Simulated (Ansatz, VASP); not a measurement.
Be3ReH in VASP and in Ansatz

```
Be Re H
1.0
     2.59077    0.00000    0.00000
     0.00000    2.59077    0.00000
     0.00000    0.00000    7.63460
Be Re H
3 1 1
Cartesian
  0.0000 0.0000 3.8173
  1.2954 1.2954 5.1940
  1.2954 1.2954 2.4406
  1.2954 1.2954 0.0000
  0.0000 0.0000 0.0000
```

Alike in both runs: functional PBE; k mesh 14 × 14 × 6; occupations gaussian, width 0.1 eV; no spin polarisation.

Ansatz relaxed the structure, and its values are those at the end. VASP's run is a single point on that final structure, the one shown.

|  | VASP | Ansatz |
| --- | --- | --- |
| version | VASP 6.6.1 | Ansatz 0.2.0 |
| potentials or method | VASP PAW PBE potentials, release 64 (Be, Re_sv_GW, H), cutoff 600 eV | scalar-relativistic, plane waves, PAW |
| valence electrons in the cell | 22 | 22 |

```csv
,VASP,Ansatz,Ansatz less VASP
gap on the k mesh at the Fermi level (eV),none,none,-
pressure (GPa),-0.1,0.0,+0.14
```

A gap of «none» marks a metal or a gap that the smearing closes.

Spin-orbit coupling is off throughout.
